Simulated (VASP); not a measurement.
# SnTe (Pm-3m) in VASP: a series of runs

SnTe is run at these levels: PBE+D3(BJ); tasks: single point.

All numbers are computed with VASP 6.6.1; they aren't measurements. Logs are shortened: lines on timing, memory, paths and dates and some standing lists are left out, and cuts for length are marked.

### Step 1. The cell of the first run

It takes space group Pm-3m (No. 221, cubic). Conventional cell: a = 3.826 Å, b = 3.826 Å, c = 3.826 Å, α = 90.00°, β = 90.00°, γ = 90.00°. Within 4.4 Å of Sn (site symmetry m-3m) lie 8 Te at 3.31 Å and 6 Sn at 3.83 Å. Within 4.4 Å of Te (site symmetry m-3m) lie 8 Sn at 3.31 Å and 6 Te at 3.83 Å.

### Step 2. Single point, PBE+D3(BJ)

Contents of INCAR:

```
  PREC = Accurate
  ENCUT = 520
  EDIFF = 1E-6
  ISMEAR = 0
  SIGMA = 0.1
  LREAL = F
  LASPH = T
  NELM = 100
  ALGO = Normal
  ISIF = 2
  LWAVE = F
  LCHARG = T
  GGA = PE
  IVDW = 12
  LELF = T
  LVHAR = T
  NBANDS = 17
```

Contents of KPOINTS:

```
Automatic mesh
0
Gamma
  12 12 12
```

Contents of POSCAR:

```
SnTe
1.0
    3.8258851498      0.0000000000      0.0000000000
    0.0000000000      3.8258851498      0.0000000000
    0.0000000000      0.0000000000      3.8258851498
Sn Te
1 1
Direct
    0.0000000000      0.0000000000      0.0000000000
    0.5000000000      0.5000000000      0.5000000000
```

Potentials or basis: VASP PAW PBE potentials, release 64 (Sn_d, Te).

Started as:

```
cat potpaw_PBE.64/Sn_d/POTCAR potpaw_PBE.64/Te/POTCAR > POTCAR
mpirun -np 1 vasp_std > vasp.out
```

OUTCAR:

```text
PREC = Accurate
   ENCUT = 520
   EDIFF = 1E-6
   ISMEAR = 0
   LREAL = F
   LASPH = T
   NELM = 100
   ISIF = 2
   GGA = PE
   IVDW = 12
 IVDW          = 12

 ion  position               nearest neighbor table
   1  0.000  0.000  0.000-   2 3.31   2 3.31   2 3.31   2 3.31   2 3.31   2 3.31   2 3.31   2 3.31

   2  0.500  0.500  0.500-   1 3.31   1 3.31   1 3.31   1 3.31   1 3.31   1 3.31   1 3.31   1 3.31

  LATTYP: Found a simple cubic cell.
 ALAT       =     3.8258851498

  Lattice vectors:

 A1 = (   3.8258851498,   0.0000000000,   0.0000000000)
 A2 = (   0.0000000000,   3.8258851498,   0.0000000000)
 A3 = (   0.0000000000,   0.0000000000,   3.8258851498)

Analysis of symmetry for initial positions (statically):
=====================================================================
 Subroutine PRICEL returns:
 Original cell was already a primitive cell.

 Routine SETGRP: Setting up the symmetry group for a
 simple cubic supercell.

 Subroutine GETGRP returns: Found 48 space group operations
 (whereof 48 operations were pure point group operations)
 out of a pool of 48 trial point group operations.

The static configuration has the point symmetry O_h .

Analysis of symmetry for dynamics (positions and initial velocities):
=====================================================================
 Subroutine PRICEL returns:
 Original cell was already a primitive cell.

 Routine SETGRP: Setting up the symmetry group for a
 simple cubic supercell.

 Subroutine GETGRP returns: Found 48 space group operations
 (whereof 48 operations were pure point group operations)
 out of a pool of 48 trial point group operations.

The dynamic configuration has the point symmetry O_h .

 Subroutine INISYM returns: Found 48 space group operations
 (whereof 48 operations are pure point group operations),
 and found     1 'primitive' translations

----------------------------------------------------------------------------------------

                                     Primitive cell

  volume of cell :      56.0010

  direct lattice vectors                    reciprocal lattice vectors
     3.825885150  0.000000000  0.000000000     0.261377423  0.000000000  0.000000000
     0.000000000  3.825885150  0.000000000     0.000000000  0.261377423  0.000000000
     0.000000000  0.000000000  3.825885150     0.000000000  0.000000000  0.261377423

  length of vectors
[... 81 lines left out ...]
   NELM   =    100;   NELMIN=  2; NELMDL= -5     # of ELM steps
   EDIFF  = 0.1E-05   stopping-criterion for ELM
   LREAL  =      F    real-space projection
   EDIFFG = 0.1E-04   stopping-criterion for IOM
   NSW    =      0    number of steps for IOM
   IBRION =     -1    ionic relax: 0-MD 1-quasi-New 2-CG
   NFREE  =      0    steps in history (QN), initial steepest desc. (CG)
   ISIF   =      2    stress and relaxation
   ISYM   =      2    0-nonsym 1-usesym 2-fastsym
   POTIM  = 0.5000    time-step for ionic-motion
   TEBEG  =    0.0;   TEEND  =   0.0 temperature during run
   PSTRESS=    0.0 pullay stress
   NELECT =      20.0000    total number of electrons
   NUPDOWN=      -1.0000    fix difference up-down
   EMIN   =  10.00;   EMAX   =-10.00  energy-range for DOS
   EFERMI =   0.00;   METHOD = LEGACY
   ISMEAR =     0;   SIGMA  =   0.10  broadening in eV -4-tet -1-fermi 0-gaus
   EFERMI_NEDOS =   21; number of points for ismear=-14 and -15
   IALGO  =     38    algorithm
   IMIX   =      4    mixing-type and parameters
     AMIX     =   0.40;   BMIX     =  1.00
     AMIX_MAG =   1.60;   BMIX_MAG =  1.00
  volume/ion in A,a.u.               =      28.00       188.96
  Fermi-wavevector in a.u.,A,eV,Ry     =   1.161501  2.194919 18.355408  1.349084
  Thomas-Fermi vector in A             =   2.298072
   LORBIT       =      0    0 simple, 1 ext, 2 COOP (PROOUT), +10 PAW based schemes
   GGA     = PE    functional components
   LHFCALC =     F    Hartree Fock is set to
   AEXX    =    0.0000 exact exchange contribution
   IVDW    =    12    specifies the selected vdW correction
   LEPSILON=     F    determine dielectric tensor
   LRPA    =     F    only Hartree local field effects (RPA)
 non-spin polarized calculation
 Gauss-broadening in eV      SIGMA  =   0.10
  energy-cutoff  :      520.00
  volume of cell :       56.00
 maximum number of plane-waves:      1532
   NGX = 15   NGY = 15   NGZ = 15

 number of electron      19.9999990 magnetization

 Free energy of the ion-electron system (eV)
  ---------------------------------------------------
  ext. energy  EPLUGINS =         0.00000000
  ---------------------------------------------------
  free energy    TOTEN  =        -7.06435281 eV

  energy without entropy =       -7.05778937  energy(sigma->0) =       -7.06107109

 E-fermi :   7.8133     XC(G=0): -10.1550

 val. band max:        7.8023930962   @ k =   0.2500   0.1667   0.0000
 cond. band min:       7.8191941645   @ k =   0.2500   0.0833   0.0833
 fundamental gap:      0.0168010683
 Fermi energy:         7.8132846663

 k-point     1 :       0.0000    0.0000    0.0000
  band No.  band energies     occupation
      1     -13.8145      2.00000
      2     -13.8145      2.00000
      3     -13.7687      2.00000
      4     -13.7687      2.00000
      5     -13.7687      2.00000
      6      -4.9255      2.00000
[... 457 lines left out ...]
      4     -13.7770      2.00000
      5     -13.7608      2.00000
      6      -3.0608      2.00000
[... 9 lines left out ...]
     16      16.1997      0.00000
     17      16.6621      0.00000

 [... further k-points ...]

------------------------ aborting loop because EDIFF is reached ----------------------------------------

 Edisp (eV)   -0.88815

 E8    (eV) :    -0.4149

  FORCE on cell =-STRESS in cart. coord.  units (eV):
  Direction    XX          YY          ZZ          XY          YZ          ZX
  --------------------------------------------------------------------------------------
  -------------------------------------------------------------------------------------
  Total      -0.01454    -0.01454    -0.01454    -0.00000    -0.00000     0.00000
  in kB      -0.41602    -0.41602    -0.41602    -0.00000    -0.00000     0.00000
  external pressure =       -0.42 kB  Pullay stress =        0.00 kB

 VOLUME and BASIS-vectors are now :
 -----------------------------------------------------------------------------
  energy-cutoff  :      520.00
  volume of cell :       56.00
      direct lattice vectors                 reciprocal lattice vectors
     3.825885150  0.000000000  0.000000000     0.261377423  0.000000000  0.000000000
     0.000000000  3.825885150  0.000000000     0.000000000  0.261377423  0.000000000
     0.000000000  0.000000000  3.825885150     0.000000000  0.000000000  0.261377423

 POSITION                                       TOTAL-FORCE (eV/Angst)
 -----------------------------------------------------------------------------------
      0.00000      0.00000      0.00000         0.000000      0.000000      0.000000
      1.91294      1.91294      1.91294         0.000000      0.000000      0.000000
 -----------------------------------------------------------------------------------
    total drift:                               -0.000000      0.000000     -0.000000

  FREE ENERGIE OF THE ION-ELECTRON SYSTEM (eV)
  ---------------------------------------------------
  free  energy   TOTEN  =        -7.9525052105 eV

  energy  without entropy=       -7.9459417674  energy(sigma->0) =       -7.94922349
```

It took 47 s on 1 thread of Intel Xeon 6975P-C, shared host; peak memory 0.22 GiB.

Results:

```yaml
Free_energy: -7.9525 eV
Pressure: 0.0 GPa
Band_gap_on_the_k_mesh: zero (band 10 reaches 8.40 eV, above the bottom of band 11 at 6.30 eV)
Dispersion_energy_per_atom: -0.444 eV
```

Caveat: spin-orbit coupling is left out, which moves the levels of the heavy elements; pairwise dispersion overbinds metals, which lowers pressure and volume.

### Step 3. Single point, PBE+D3(BJ)

Contents of INCAR:

```
SYSTEM = SnTe
  PREC = Accurate
  ENCUT = 520
  EDIFF = 1E-6
  ISMEAR = 0
  SIGMA = 0.15
  LREAL = .FALSE.
  LASPH = .TRUE.
  NELM = 80
  ALGO = Normal
  ISIF = 2
  LWAVE = .FALSE.
  LCHARG = .FALSE.
  GGA = PE
  IVDW = 12
  NBANDS = 17
```

Contents of KPOINTS:

```
Automatic mesh
0
G
  16 16 16
  0 0 0
```

POSCAR is that of step 2.

Potentials or basis: VASP PAW PBE potentials, release 64 (Sn_d, Te).

Started as:

```
cat potpaw_PBE.64/Sn_d/POTCAR potpaw_PBE.64/Te/POTCAR > POTCAR
mpirun -np 1 vasp_std > vasp.out
```

Run time: 75 s. Hardware: 1 thread of Intel Xeon 6975P-C, shared host; peak memory 0.29 GiB.

Results (log left out):

* Free energy: -7.9592 eV
* Pressure: -0.3 GPa
* Band gap on the k mesh: zero (band 10 reaches 8.34 eV, above the bottom of band 11 at 6.31 eV)
* Dispersion energy per atom: -0.444 eV

Levels at points of the mesh, in eV from the Fermi level:
| k point | band 6 | band 7 | band 8 | band 9 | band 10 | band 11 | band 12 | band 13 | band 14 | band 15 |
| --- | --- | --- | --- | --- | --- | --- | --- | --- | --- | --- |
| (0.00, 0.00, 0.00) | -12.74 | -5.11 | -1.87 | -1.87 | -1.87 | 3.45 | 3.45 | 5.77 | 5.77 | 5.77 |
| (0.50, 0.00, 0.00) | -11.41 | -8.47 | -0.27 | -0.27 | 0.20 | 0.29 | 2.23 | 2.23 | 5.28 | 6.20 |
| (0.50, 0.50, 0.00) | -10.49 | -6.44 | -5.13 | -5.13 | 0.33 | 3.56 | 3.99 | 3.99 | 6.08 | 7.37 |
| (0.50, 0.50, 0.50) | -9.89 | -5.16 | -3.10 | -3.10 | -3.10 | -1.50 | -1.50 | -1.50 | 14.62 | 14.62 |

Caveat: spin-orbit coupling is left out, which moves the levels of the heavy elements; pairwise dispersion overbinds metals, which lowers pressure and volume.
